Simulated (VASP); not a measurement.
Set up this calculation in VASP 6.6.1, as the native input.

```
Task                   : single point
Functional             : PBE
Potentials or basis    : VASP PAW PBE potentials, release 64 (Hf_pv, S)
Cutoff                 : 520 eV
k mesh                 : 4 × 4 × 3
Occupations            : gaussian, width 0.2 eV
Spin                   : no spin polarisation
Dipole correction      : no
Further INCAR settings : ALGO = Normal; EDIFF = 1e-06; NBANDS = 40
```

The structure of Hf3S5 lies in POSCAR:

```
Hf3S5
1.0
    5.6889223445     -2.5644941836     -0.0579150058
    5.6889223445      2.5644941836     -0.0579150058
   -5.7464798981      0.0000000000      5.7789870049
Hf S
3 5
Direct
    0.0000000000      0.0000000000      0.0000000000
    0.4050576339      0.4050576339      0.6052349781
    0.5949423661      0.5949423661      0.3947650219
    0.9028032305      0.9028032305      0.5982794658
    0.0971967695      0.0971967695      0.4017205342
    0.5000000000      0.5000000000      0.0000000000
    0.7000710634      0.7000710634      0.7930874561
    0.2999289366      0.2999289366      0.2069125439
```

This cell differs from its parent crystal: atoms taken out.

These files were run (other wordings do the same):

INCAR

```
PREC = Accurate
ENCUT = 520
EDIFF = 1E-6
ISMEAR = 0
SIGMA = 0.2
LREAL = False
LASPH = True
NELM = 80
ALGO = Normal
ISIF = 2
LWAVE = False
LCHARG = False
GGA = PE
NBANDS = 40
```

KPOINTS

```
regular mesh
0
Gamma
  4 4 3
```

Potentials or basis: VASP PAW PBE potentials, release 64 (Hf_pv, S).

Launch:

```sh
$ cat potpaw_PBE.64/Hf_pv/POTCAR potpaw_PBE.64/S/POTCAR > POTCAR
$ mpirun -np 1 vasp_std > vasp.out
```

It gave:

```
Pressure               : -0.8 GPa
Largest force          : 0.076 eV/Å
Band gap on the k mesh : zero (bands 30 and 31 overlap by 1.64 eV)
```

Caveat: the k points lie up to 0.37 Å⁻¹ apart, too coarse for converged energies and pressures of a metal; the cell differs from its parent crystal (atoms taken out); spin-orbit coupling is left out, which moves the levels of the heavy elements.

It took 110 s on 1 thread of Intel(R) Xeon(R) 6975P-C (Granite Rapids), with other jobs on the host, peak memory 0.4 GiB.
